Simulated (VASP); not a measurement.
Here is a VASP 6.6.1 calculation.

INCAR

```
SYSTEM = BaTiO3
PREC     = Accurate       ! precision mode
ENCUT    = 520            ! plane-wave cutoff, eV
EDIFF    = 1E-7           ! SCF threshold, eV
ISMEAR   = 0              ! smearing method
SIGMA    = 0.05           ! smearing width, eV
LREAL    = .False.        ! projectors in reciprocal space
LASPH    = .True.         ! aspherical terms in the spheres
NELM     = 80             ! most SCF steps
ALGO     = Normal         ! electronic algorithm
ISIF     = 2              ! what is computed and relaxed
LWAVE    = .False.        ! write WAVECAR
LCHARG   = .False.        ! write CHGCAR
GGA      = PE             ! functional
NBANDS   = 28             ! bands
```

KPOINTS

```
Automatic mesh
0
Gamma
  8 8 6
  0 0 0
```

File POSCAR:

```
BaTiO3
1.0
    3.9853536613      0.0000000000      0.0000000000
    0.0000000000      3.9853536613      0.0000000000
    0.0000000000      0.0000000000      4.1387801373
Ba Ti O
1 1 3
Direct
    0.0000000000      0.0000000000      0.9863187693
    0.5000000000      0.5000000000      0.4690806688
    0.5000000000      0.5000000000      0.0378497747
    0.5000000000      0.0000000000      0.5173753936
    0.0000000000      0.5000000000      0.5173753936
```

Potentials or basis: VASP PAW PBE potentials, release 64 (Ba_sv, Ti_sv, O).

Run with:

```console
$ cat potpaw_PBE.64/Ba_sv/POTCAR potpaw_PBE.64/Ti_sv/POTCAR potpaw_PBE.64/O/POTCAR > POTCAR
$ mpirun -np 1 vasp_std > vasp.out
```

Q: Estimate the band gap on the k mesh.

A: 1.83 eV, indirect (least direct gap 2.37 eV).

Q: Predict the pressure.

A: 4.1 GPa.

Stress tensor (GPa, compression positive):
```
3.12 0.00 0.00
0.00 3.12 0.00
0.00 0.00 6.02
```

Caveat: the cell differs from its parent crystal (strain +0.000 along x and y, -0.015 along z); spin-orbit coupling is left out, which moves the levels of the heavy elements. A k mesh can miss the band edges.
